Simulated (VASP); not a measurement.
Set up this calculation in VASP 6.6.1, as the native input.

```yaml
Task: single point
Functional: LDA
Potentials_or_basis: VASP PAW LDA potentials, release 64 (Al, As)
Cutoff: 500 eV
k_mesh: 4 × 4 × 4
Occupations: gaussian, width 0.01 eV
Spin: no spin polarisation
Dipole_correction: no
Further_INCAR_settings: ALGO = Normal; EDIFF = 1e-06; NBANDS = 11
```

The structure of AlAs lies in POSCAR:

```
AlAs
1.0
    0.0000000000      2.8389251756      2.8389251756
    2.8389251756      0.0000000000      2.8389251756
    2.8389251756      2.8389251756      0.0000000000
Al As
1 1
Direct
    0.0000000000      0.0000000000      0.0000000000
    0.2500000000      0.2500000000      0.2500000000
```

The input as run:

INCAR

```
ALGO = Normal
EDIFF = 1E-6
ENCUT = 500
GGA = CA
GGA_COMPAT = F
ISIF = 2
ISMEAR = 0
LASPH = T
LCHARG = F
LREAL = F
LWAVE = F
NBANDS = 11
NELM = 120
PREC = Accurate
SIGMA = 0.01
```

KPOINTS

```
k-points
0
Gamma
  4 4 4
```

Potentials or basis: VASP PAW LDA potentials, release 64 (Al, As).

Run with:

```bash
$ cat potpaw_LDA.64/Al/POTCAR potpaw_LDA.64/As/POTCAR > POTCAR
$ mpirun -np 1 vasp_std > vasp.out
```

It gave:

The pressure is -1.3 GPa and the band gap on the k mesh is 1.32 eV, indirect (least direct gap 1.80 eV).

Caveat: the k points lie up to 0.48 Å⁻¹ apart.

Wall time 4.4 s on 1 thread of AMD EPYC 9R45 (Zen 5), on a shared host, peak memory 0.11 GiB.
